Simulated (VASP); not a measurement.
Here is a VASP 6.6.1 calculation.

Contents of INCAR:

```
ALGO     = Normal         # electronic algorithm
EDIFF    = 1E-7           # SCF threshold, eV
ENCUT    = 520            # plane-wave cutoff, eV
GGA      = PS             # functional
ISIF     = 2              # what is computed and relaxed
ISMEAR   = 0              # smearing method
LASPH    = T              # aspherical terms in the spheres
LCHARG   = F              # write CHGCAR
LREAL    = F              # projectors in reciprocal space
LWAVE    = F              # write WAVECAR
NBANDS   = 28             # bands
NELM     = 100            # most SCF steps
PREC     = Accurate       # precision mode
SIGMA    = 0.1            # smearing width, eV
```

The input KPOINTS:

```
k-points
0
Gamma
  3 3 3
```

File POSCAR:

```
Hf3N2
1.0
    1.5967787123      0.9219006194      7.7318712923
   -1.5967787123      0.9219006194      7.7318712923
    0.0000000000     -1.8438012388      7.7318712923
Hf N
3 2
Direct
    0.7790972903      0.7790972903      0.7790972903
    0.2209027097      0.2209027097      0.2209027097
    0.0000000000      0.0000000000      0.0000000000
    0.6109918221      0.6109918221      0.6109918221
    0.3890081779      0.3890081779      0.3890081779
```

Potentials or basis: VASP PAW PBE potentials, release 64 (Hf_pv, N).

Launch:

```sh
$ cat potpaw_PBE.64/Hf_pv/POTCAR potpaw_PBE.64/N/POTCAR > POTCAR
$ mpirun -np 1 vasp_std > vasp.out
```

(1) What does it give for the pressure?

(2) What does it give for the band gap on the k mesh?

Results:

(1) -1.4 GPa.

(2) zero (band 20 reaches 7.05 eV, above the bottom of band 21 at 6.59 eV).

Caveat: the k points lie up to 0.76 Å⁻¹ apart; the PAW data sets were made with another functional, which shifts forces and pressure a little; spin-orbit coupling is left out, which moves the levels of the heavy elements.
